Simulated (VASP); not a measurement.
Runs of VASP 6.6.1 on CdS. The structure is that of space group P6_3mc (No. 186), or close to it. The cells are those of the table. 

```tsv
cell	gap on the mesh (eV)	pressure (GPa)	largest force (eV/Å)
a = 4.342, b = 4.342, c = 6.749 Å, angles 90.0, 90.0, 120.0°, 4 atoms	1.39	-3.9	(b)
a = 4.342, b = 4.342, c = 6.580 Å, angles 90.0, 90.0, 120.0°, 4 atoms	(d)	-2.6	0.21
a = 4.238, b = 4.238, c = 7.086 Å, angles 90.0, 90.0, 120.0°, 4 atoms	1.42	(c)	(a)
a = 4.238, b = 4.238, c = 6.749 Å, angles 90.0, 90.0, 120.0°, 4 atoms	1.55	-1.6	0.09
```

Alike in all rows: task single point; level r2SCAN; potentials or basis VASP PAW PBE potentials, release 64 (Cd, S); no spin polarisation; k mesh 12 × 12 × 4; cutoff (eV) 520; smearing gaussian 0.05 eV.

Problem. Fill in the values left out.

Solution. (a) 0.24; (b) 0.02; (c) -3.6; (d) 1.44.

Caveats: the PAW data sets were made with another functional, which shifts forces and pressure a little.

A k mesh can miss the band edges, and the runs leave out spin-orbit coupling on Cd.
